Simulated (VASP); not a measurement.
# Si2Ni (Fm-3m) in VASP: a series of runs

The runs below take Si2Ni through single point, relaxation of cell and atoms, with PBE, BLYP.

Program: VASP 6.6.1. These are calculated values, not measurements. Logs are shortened: lines on timing, memory, paths and dates and some standing lists are left out, and cuts for length are marked.

### Step 1. The cell of the first run

The structure is cubic, space group Fm-3m (No. 225). The conventional cell has a = 5.406 Å, b = 5.406 Å, c = 5.406 Å, α = 90.00°, β = 90.00°, γ = 90.00°. Within 3.1 Å of Ni (site symmetry m-3m) lie 8 Si at 2.34 Å. Si (site symmetry -43m) has 4 Ni at 2.34 Å and 6 Si at 2.70 Å within 3.1 Å.

### Step 2. Single point, PBE, collinear spin, ferromagnetic start

INCAR reads:

```
ALGO = Normal
EDIFF = 1E-7
ENCUT = 520
GGA = PE
ISIF = 2
ISMEAR = 0
ISPIN = 2
LASPH = T
LCHARG = F
LMAXMIX = 4
LORBIT = 11
LREAL = F
LWAVE = F
MAGMOM = 1 0 0
NBANDS = 20
NELM = 150
PREC = Accurate
SIGMA = 0.027000000000000003
```

KPOINTS reads:

```
k-points
0
Gamma
  9 9 9
```

POSCAR reads:

```
Si2Ni
1.0
    0.0000000000      2.7030000000      2.7030000000
    2.7030000000      0.0000000000      2.7030000000
    2.7030000000      2.7030000000      0.0000000000
Ni Si
1 2
Direct
    0.0000000000      0.0000000000      0.0000000000
    0.7500000000      0.7500000000      0.7500000000
    0.2500000000      0.2500000000      0.2500000000
```

Potentials or basis: VASP PAW PBE potentials, release 64 (Ni, Si).

On the command line:

```
$ cat potpaw_PBE.64/Ni/POTCAR potpaw_PBE.64/Si/POTCAR > POTCAR
$ mpirun -np 1 vasp_std > vasp.out
```

OUTCAR:

```text
EDIFF = 1E-7
   ENCUT = 520
   GGA = PE
   ISIF = 2
   ISMEAR = 0
   ISPIN = 2
   LASPH = T
   LORBIT = 11
   LREAL = F
   NELM = 150
   PREC = Accurate

 ion  position               nearest neighbor table
   1  0.000  0.000  0.000-   2 2.34   2 2.34   3 2.34   3 2.34   2 2.34   2 2.34   3 2.34   3 2.34

   2  0.750  0.750  0.750-   1 2.34   1 2.34   1 2.34   1 2.34   3 2.70   3 2.70   3 2.70   3 2.70
                             3 2.70   3 2.70
   3  0.250  0.250  0.250-   1 2.34   1 2.34   1 2.34   1 2.34   2 2.70   2 2.70   2 2.70   2 2.70
                             2 2.70   2 2.70

  LATTYP: Found a face centered cubic cell.
 ALAT       =     5.4060000000

  Lattice vectors:

 A1 = (   0.0000000000,   2.7030000000,   2.7030000000)
 A2 = (   2.7030000000,   0.0000000000,   2.7030000000)
 A3 = (   2.7030000000,   2.7030000000,   0.0000000000)

Analysis of symmetry for initial positions (statically):
=====================================================================
 Subroutine PRICEL returns:
 Original cell was already a primitive cell.

 Routine SETGRP: Setting up the symmetry group for a
 face centered cubic supercell.

 Subroutine GETGRP returns: Found 48 space group operations
 (whereof 48 operations were pure point group operations)
 out of a pool of 48 trial point group operations.

The static configuration has the point symmetry O_h .

Analysis of symmetry for dynamics (positions and initial velocities):
=====================================================================
 Subroutine PRICEL returns:
 Original cell was already a primitive cell.

 Routine SETGRP: Setting up the symmetry group for a
 face centered cubic supercell.

 Subroutine GETGRP returns: Found 48 space group operations
 (whereof 48 operations were pure point group operations)
 out of a pool of 48 trial point group operations.

The dynamic configuration has the point symmetry O_h .

Analysis of structural, dynamic, and magnetic symmetry:
=====================================================================
 Subroutine PRICEL returns:
 Original cell was already a primitive cell.

 Routine SETGRP: Setting up the symmetry group for a
 face centered cubic supercell.

 Subroutine GETGRP returns: Found 48 space group operations
 (whereof 48 operations were pure point group operations)
 out of a pool of 48 trial point group operations.

The overall configuration has the point symmetry O_h .

 Subroutine INISYM returns: Found 48 space group operations
 (whereof 48 operations are pure point group operations),
 and found     1 'primitive' translations

----------------------------------------------------------------------------------------

                                     Primitive cell

  volume of cell :      39.4974

  direct lattice vectors                    reciprocal lattice vectors
     0.000000000  2.703000000  2.703000000    -0.184979652  0.184979652  0.184979652
     2.703000000  0.000000000  2.703000000     0.184979652 -0.184979652  0.184979652
     2.703000000  2.703000000  0.000000000     0.184979652  0.184979652 -0.184979652

  length of vectors
     3.822619259  3.822619259  3.822619259     0.320394156  0.320394156  0.320394156

  position of ions in fractional coordinates (direct lattice)
     0.000000000  0.000000000  0.000000000
     0.750000000  0.750000000  0.750000000
     0.250000000  0.250000000  0.250000000

  ion indices of the primitive-cell ions
   primitive index   ion index
                 1           1
                 2           2
                 3           3

----------------------------------------------------------------------------------------

 KPOINTS: k-points

Automatic generation of k-mesh.
 Grid dimensions read from file:
 generate k-points for:    9    9    9

 Generating k-lattice:

  Cartesian coordinates                     Fractional coordinates (reciprocal lattice)
    -0.020553295  0.020553295  0.020553295     0.111111111  0.000000000  0.000000000
     0.020553295 -0.020553295  0.020553295     0.000000000  0.111111111  0.000000000
     0.020553295  0.020553295 -0.020553295     0.000000000  0.000000000  0.111111111

  Length of vectors
     0.035599351  0.035599351  0.035599351

  Shift w.r.t. Gamma in fractional coordinates (k-lattice)
     0.000000000  0.000000000  0.000000000

 Subroutine IBZKPT returns following result:
 ===========================================

 Found     35 irreducible k-points:

 Following reciprocal coordinates:
            Coordinates               Weight
  0.000000  0.000000  0.000000      1.000000
  0.111111  0.000000  0.000000      8.000000
  0.222222  0.000000  0.000000      8.000000
  0.333333  0.000000  0.000000      8.000000
  0.444444  0.000000  0.000000      8.000000
  0.111111  0.111111  0.000000      6.000000
[... 16 lines left out ...]
 -0.333333  0.333333  0.000000     12.000000
  0.444444  0.444444  0.000000      6.000000
 [... further k-points ...]
   k-points           NKPTS =     35   k-points in BZ     NKDIM =     35   number of bands    NBANDS=     20
   number of dos      NEDOS =    301   number of ions     NIONS =      3
   total plane-waves  NPLWV =  21952
   dimension x,y,z NGX =    28 NGY =   28 NGZ =   28
   dimension x,y,z NGXF=    56 NGYF=   56 NGZF=   56
   ions per type =               1   2
   NGX,Y,Z   is equivalent  to a cutoff of  12.18, 12.18, 12.18 a.u.
   NGXF,Y,Z  is equivalent  to a cutoff of  24.35, 24.35, 24.35 a.u.
 SYSTEM =  unknown system
   PREC   = accura    normal or accurate (medium, high low for compatibility)
   ISTART =      0    job   : 0-new  1-cont  2-samecut
   ICHARG =      2    charge: 1-file 2-atom 10-const
   ISPIN  =      2    spin polarized calculation?
   LNONCOLLINEAR =      F non collinear calculations
   LSORBIT =      F    spin-orbit coupling
   LASPH  =      T    aspherical Exc in radial PAW
   ENCUT  =  520.0 eV  38.22 Ry    6.18 a.u.   7.11  7.11  7.11*2*pi/ulx,y,z
   NELM   =    150;   NELMIN=  2; NELMDL= -5     # of ELM steps
   EDIFF  = 0.1E-06   stopping-criterion for ELM
   LREAL  =      F    real-space projection
   EDIFFG = 0.1E-05   stopping-criterion for IOM
   NSW    =      0    number of steps for IOM
   IBRION =     -1    ionic relax: 0-MD 1-quasi-New 2-CG
   NFREE  =      0    steps in history (QN), initial steepest desc. (CG)
   ISIF   =      2    stress and relaxation
   ISYM   =      2    0-nonsym 1-usesym 2-fastsym
   POTIM  = 0.5000    time-step for ionic-motion
   TEBEG  =    0.0;   TEEND  =   0.0 temperature during run
   PSTRESS=    0.0 pullay stress
   NELECT =      18.0000    total number of electrons
   NUPDOWN=      -1.0000    fix difference up-down
   EMIN   =  10.00;   EMAX   =-10.00  energy-range for DOS
   EFERMI =   0.00;   METHOD = LEGACY
   ISMEAR =     0;   SIGMA  =   0.03  broadening in eV -4-tet -1-fermi 0-gaus
   EFERMI_NEDOS =   21; number of points for ismear=-14 and -15
   IALGO  =     38    algorithm
   IMIX   =      4    mixing-type and parameters
     AMIX     =   0.40;   BMIX     =  1.00
     AMIX_MAG =   1.60;   BMIX_MAG =  1.00
  volume/ion in A,a.u.               =      13.17        88.85
  Fermi-wavevector in a.u.,A,eV,Ry     =   1.259823  2.380721 21.594550  1.587155
  Thomas-Fermi vector in A             =   2.393364
   LORBIT       =     11    0 simple, 1 ext, 2 COOP (PROOUT), +10 PAW based schemes
   GGA     = PE    functional components
   LHFCALC =     F    Hartree Fock is set to
   AEXX    =    0.0000 exact exchange contribution
   IVDW    =     0    specifies the selected vdW correction
   LEPSILON=     F    determine dielectric tensor
   LRPA    =     F    only Hartree local field effects (RPA)
 spin polarized calculation
 Gauss-broadening in eV      SIGMA  =   0.03
  energy-cutoff  :      520.00
  volume of cell :       39.50
 maximum number of plane-waves:      1073
   NGX = 15   NGY = 15   NGZ = 15

 number of electron      17.9999999 magnetization      -0.0000987

 number of electron      17.9999999 magnetization       0.0000252

 Free energy of the ion-electron system (eV)
  ---------------------------------------------------
  ext. energy  EPLUGINS =         0.00000000
  ---------------------------------------------------
  free energy    TOTEN  =       -17.36107925 eV

  energy without entropy =      -17.36076723  energy(sigma->0) =      -17.36092324

 E-fermi :  10.5179     XC(G=0): -11.5861

 val. band max:       10.4128143022   @ k =   0.3333   0.2222   0.0000
 cond. band min:      10.5317010206   @ k =   0.1111   0.1111   0.0000
 fundamental gap:      0.1188867183
 Fermi energy:        10.5178993522

 spin component 1

 k-point     1 :       0.0000    0.0000    0.0000
  band No.  band energies     occupation
      1      -3.3982      1.00000
      2       5.2545      1.00000
      3       5.2545      1.00000
      4       5.2545      1.00000
      5       6.9472      1.00000
      6       6.9472      1.00000
[... 12 lines left out ...]
     19      19.6255      0.00000
[... 513 lines left out ...]
      4       5.8529      1.00000
      5       5.8529      1.00000
      6       6.9982      1.00000
[... 12 lines left out ...]
     19      24.2225      0.00000
     20      24.2225      0.00000

 [... further k-points ...]

 spin component 2

 k-point     1 :       0.0000    0.0000    0.0000
  band No.  band energies     occupation
      1      -3.3982      1.00000
      2       5.2545      1.00000
      3       5.2545      1.00000
      4       5.2545      1.00000
      5       6.9472      1.00000
      6       6.9472      1.00000
[... 12 lines left out ...]
     19      19.6255      0.00000
[... 513 lines left out ...]
      4       5.8529      1.00000
      5       5.8529      1.00000
      6       6.9983      1.00000
[... 12 lines left out ...]
     19      24.2225      0.00000
     20      24.2225      0.00000

 [... further k-points ...]

------------------------ aborting loop because EDIFF is reached ----------------------------------------

  FORCE on cell =-STRESS in cart. coord.  units (eV):
  Direction    XX          YY          ZZ          XY          YZ          ZX
  --------------------------------------------------------------------------------------
  -------------------------------------------------------------------------------------
  Total        0.9528742      0.9528742      0.9528742      0.0000000      0.0000000      0.0000000
  in kB       38.6525399     38.6525399     38.6525399      0.0000000      0.0000000      0.0000000
  external PRESSURE =      38.6525399 kB  Pullay stress =       0.0000000 kB

 VOLUME and BASIS-vectors are now :
 -----------------------------------------------------------------------------
  energy-cutoff  :      520.00
  volume of cell :       39.50
      direct lattice vectors                 reciprocal lattice vectors
     0.000000000  2.703000000  2.703000000    -0.184979652  0.184979652  0.184979652
     2.703000000  0.000000000  2.703000000     0.184979652 -0.184979652  0.184979652
     2.703000000  2.703000000  0.000000000     0.184979652  0.184979652 -0.184979652

 POSITION                                       TOTAL-FORCE (eV/Angst)
 -----------------------------------------------------------------------------------
      0.00000      0.00000      0.00000        -0.000000      0.000000     -0.000000
      4.05450      4.05450      4.05450        -0.000000     -0.000000     -0.000000
      1.35150      1.35150      1.35150         0.000000      0.000000      0.000000
 -----------------------------------------------------------------------------------
    total drift:                               -0.000000     -0.000000      0.000000

  FREE ENERGIE OF THE ION-ELECTRON SYSTEM (eV)
  ---------------------------------------------------
  free  energy   TOTEN  =       -17.3610792458 eV

  energy  without entropy=      -17.3607672302  energy(sigma->0) =      -17.36092324

 total charge

# of ion       s       p       d       tot
------------------------------------------
    1        0.560   0.795   8.452   9.807
    2        0.747   0.842   0.000   1.589
    3        0.747   0.842   0.000   1.589
--------------------------------------------------
tot          2.054   2.479   8.452  12.985

 magnetization (x)

# of ion       s       p       d       tot
------------------------------------------
    1        0.000   0.000   0.000   0.000
    2        0.000   0.000   0.000   0.000
    3        0.000   0.000   0.000   0.000
--------------------------------------------------
tot          0.000   0.000   0.000   0.000
```

Run time: 75 s. Hardware: 1 thread of Intel Xeon Platinum 8259CL at 2.50GHz (Skylake/Cascade Lake), shared host; peak memory 0.19 GiB.

What came out:

* Free energy: -17.3611 eV
* Pressure: 3.9 GPa
* Band gap on the k mesh: zero (filled and empty bands overlap)
* Net moment: 0.00 μB per cell
* Valence electrons inside the program's atomic spheres: Ni 9.81; Si 1.59

Levels at points of the mesh, in eV from the Fermi level:
Spin up:
```
           k point  band 6  band 7  band 8  band 9  band 10  band 11  band 12  band 13
(0.00, 0.00, 0.00)   -3.57   -0.36    1.64    1.64     1.64     2.22     2.22     2.22
```
Spin down:
```csv
k point,band 6,band 7,band 8,band 9,band 10,band 11,band 12,band 13
"(0.00, 0.00, 0.00)",-3.57,-0.36,1.64,1.64,1.64,2.22,2.22,2.22
```

### Step 3. Single point, BLYP, collinear spin, ferromagnetic start

This run uses another cell than the first one, of 14.23 Å³/atom, 1.081 times its volume.

INCAR reads:

```
SYSTEM = Si2Ni
  AGGAC = 1.0
  AGGAX = 1.0
  ALDAC = 0.0
  ALDAX = 1.0
  ALGO = Normal
  EDIFF = 1E-7
  ENCUT = 520
  GGA = B5
  ISIF = 2
  ISMEAR = -1
  ISPIN = 2
  LASPH = .True.
  LCHARG = .True.
  LELF = .True.
  LMAXMIX = 4
  LORBIT = 11
  LREAL = .False.
  LVHAR = .True.
  LWAVE = .False.
  MAGMOM = 1 0 0
  NBANDS = 20
  NELM = 150
  PREC = Accurate
  SIGMA = 0.05
```

KPOINTS reads:

```
k-points
0
Gamma
  9 9 9
  0 0 0
```

POSCAR reads:

```
Si2Ni
1.0
    0.0000000000      2.7738753705      2.7738753705
    2.7738753705      0.0000000000      2.7738753705
    2.7738753705      2.7738753705      0.0000000000
Ni Si
1 2
Direct
    0.0000000000      0.0000000000      0.0000000000
    0.7500000000      0.7500000000      0.7500000000
    0.2500000000      0.2500000000      0.2500000000
```

Potentials or basis: VASP PAW PBE potentials, release 64 (Ni, Si).

On the command line:

```
$ cat potpaw_PBE.64/Ni/POTCAR potpaw_PBE.64/Si/POTCAR > POTCAR
$ mpirun -np 1 vasp_std > vasp.out
```

OUTCAR:

```text
SYSTEM = Si2Ni
   EDIFF = 1E-7
   ENCUT = 520
   GGA = B5
   ISIF = 2
   ISMEAR = -1
   ISPIN = 2
   LASPH = .True.
   LORBIT = 11
   LREAL = .False.
   NELM = 150
   PREC = Accurate

 ion  position               nearest neighbor table
   1  0.000  0.000  0.000-   2 2.40   2 2.40   2 2.40   3 2.40   3 2.40   3 2.40   3 2.40   2 2.40

   2  0.750  0.750  0.750-   1 2.40   1 2.40   1 2.40   1 2.40   3 2.77   3 2.77   3 2.77   3 2.77
                             3 2.77   3 2.77
   3  0.250  0.250  0.250-   1 2.40   1 2.40   1 2.40   1 2.40   2 2.77   2 2.77   2 2.77   2 2.77
                             2 2.77   2 2.77
[... 1333 lines left out ...]
  energy-cutoff  :      520.00
  volume of cell :       42.69
      direct lattice vectors                 reciprocal lattice vectors
     0.000000000  2.773875370  2.773875370    -0.180253232  0.180253232  0.180253232
     2.773875370  0.000000000  2.773875370     0.180253232 -0.180253232  0.180253232
     2.773875370  2.773875370  0.000000000     0.180253232  0.180253232 -0.180253232

 POSITION                                       TOTAL-FORCE (eV/Angst)
 -----------------------------------------------------------------------------------
      0.00000      0.00000      0.00000        -0.000000      0.000000      0.000000
      4.16081      4.16081      4.16081         0.000000     -0.000000      0.000000
      1.38694      1.38694      1.38694        -0.000000     -0.000000     -0.000000
 -----------------------------------------------------------------------------------
    total drift:                                0.000000     -0.000000     -0.000000

  FREE ENERGIE OF THE ION-ELECTRON SYSTEM (eV)
  ---------------------------------------------------
  free  energy   TOTEN  =       -14.4589060274 eV

  energy  without entropy=      -14.4548281675  energy(sigma->0) =      -14.45686710

 total charge

# of ion       s       p       d       tot
------------------------------------------
    1        0.524   0.686   8.445   9.655
    2        0.771   0.803   0.000   1.574
    3        0.771   0.803   0.000   1.574
--------------------------------------------------
tot          2.065   2.292   8.445  12.803

 magnetization (x)

# of ion       s       p       d       tot
------------------------------------------
    1       -0.000  -0.000  -0.000  -0.000
    2        0.000   0.000   0.000   0.000
    3        0.000   0.000   0.000   0.000
--------------------------------------------------
tot          0.000   0.000  -0.000   0.000
```

OSZICAR:

```text
N       E                     dE             d eps       ncg     rms          rms(c)
DAV:   1     0.758477733758E+02    0.75848E+02   -0.70449E+03  2824   0.872E+02
DAV:   2    -0.107480563110E+02   -0.86596E+02   -0.77461E+02  2968   0.196E+02
DAV:   3    -0.158627023832E+02   -0.51146E+01   -0.49780E+01  3380   0.495E+01
DAV:   4    -0.159495558059E+02   -0.86853E-01   -0.86662E-01  3272   0.581E+00
DAV:   5    -0.159516735309E+02   -0.21177E-02   -0.21174E-02  3368   0.981E-01    0.150E+01
DAV:   6    -0.206957913952E+02   -0.47441E+01   -0.26448E+01  3184   0.110E+02    0.230E+01
DAV:   7    -0.145825604808E+02    0.61132E+01   -0.85327E+00  3536   0.680E+01    0.298E+00
DAV:   8    -0.144847978771E+02    0.97763E-01   -0.98030E-01  3732   0.141E+01    0.211E+00
DAV:   9    -0.144590221602E+02    0.25776E-01   -0.16393E-01  3500   0.577E+00    0.442E-01
DAV:  10    -0.144588430761E+02    0.17908E-03   -0.50126E-03  3868   0.816E-01    0.239E-01
DAV:  11    -0.144588779035E+02   -0.34827E-04   -0.50332E-04  3240   0.199E-01    0.120E-01
DAV:  12    -0.144589027686E+02   -0.24865E-04   -0.41127E-05  3524   0.680E-02    0.418E-02
DAV:  13    -0.144589061777E+02   -0.34091E-05   -0.11262E-05  3124   0.444E-02    0.104E-02
DAV:  14    -0.144589062055E+02   -0.27788E-07   -0.20184E-06  3544   0.197E-02    0.454E-03
DAV:  15    -0.144589060326E+02    0.17286E-06   -0.59433E-07  3376   0.938E-03    0.276E-03
DAV:  16    -0.144589060274E+02    0.52808E-08   -0.47147E-08  1908   0.219E-03
   1 F= -.14458906E+02 E0= -.14456867E+02  d E =-.407786E-02  mag=    -0.0000
```

stdout:

```text
POSCAR found type information on POSCAR NiSi
 POSCAR found :  2 types and       3 ions
 scaLAPACK will be used
 -----------------------------------------------------------------------------
|                                                                             |
|                                                                             |
|     You enforced a specific xc type in the INCAR file but a different       |
|     I HOPE YOU KNOW WHAT YOU ARE DOING!                                     |
|                                                                             |
 -----------------------------------------------------------------------------

 LDA part: xc-table for (Slater(with rela. corr.)+VWN5), standard interpolation
 POSCAR, INCAR and KPOINTS ok, starting setup
 FFT: planning ... GRIDC
 FFT: planning ... GRID_SOFT
 FFT: planning ... GRID
 WAVECAR not read
 entering main loop
```

Run time: 1.8 min. Hardware: 1 thread of Intel Xeon Platinum 8259CL at 2.50GHz (Skylake/Cascade Lake), shared host; peak memory 0.21 GiB.

What came out:

```yaml
Free_energy: -14.4589 eV
Pressure: 0.4 GPa
Band_gap_on_the_k_mesh: zero (filled and empty bands overlap)
Net_moment: 0.00 μB per cell
Valence_electrons_inside_the_program's_atomic_spheres: Ni 9.65; Si 1.57
```

Caveat: the PAW data sets were made with another functional, which shifts forces and pressure a little.

[end of part 1 of 2]
